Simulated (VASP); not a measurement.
Runs of VASP 6.6.1 on LiBr. The structure is cubic, space group Fm-3m (No. 225). The conventional cell has a = 5.479 Å, b = 5.479 Å, c = 5.479 Å, α = 90.00°, β = 90.00°, γ = 90.00°. Li (site symmetry m-3m) has 6 Br at 2.74 Å within 3.6 Å. Br (site symmetry m-3m) has 6 Li at 2.74 Å within 3.6 Å. 

```csv
level,k mesh,cutoff (eV),grid for exact exchange (PRECFOCK),share of exact exchange,screening parameter,gap on the mesh (eV),pressure (GPa)
r2SCAN,6 × 6 × 6,830,-,-,-,5.93,-0.4
HSE06,6 × 6 × 6,650,Normal,0.25,0.2079 1/Å,(a),(b)
PBE,8 × 8 × 8,750,-,-,-,4.99,0.4
PBE,6 × 6 × 6,750,-,-,-,4.99,0.4
PBE0,6 × 6 × 6,650,Normal,0.25,-,6.91,-0.3
```

Alike in all rows: task single point; potentials or basis VASP PAW PBE potentials, release 64 (Li_sv, Br); no spin polarisation; cell as given; smearing gaussian 0.01 eV.

Question: Fill in the values left out.

Answer: (a) 6.21; (b) -0.2.

Caveats: the PAW data sets were made with another functional, which shifts forces and pressure a little (at least some runs).

A k mesh can miss the band edges, and the runs leave out spin-orbit coupling on Br.
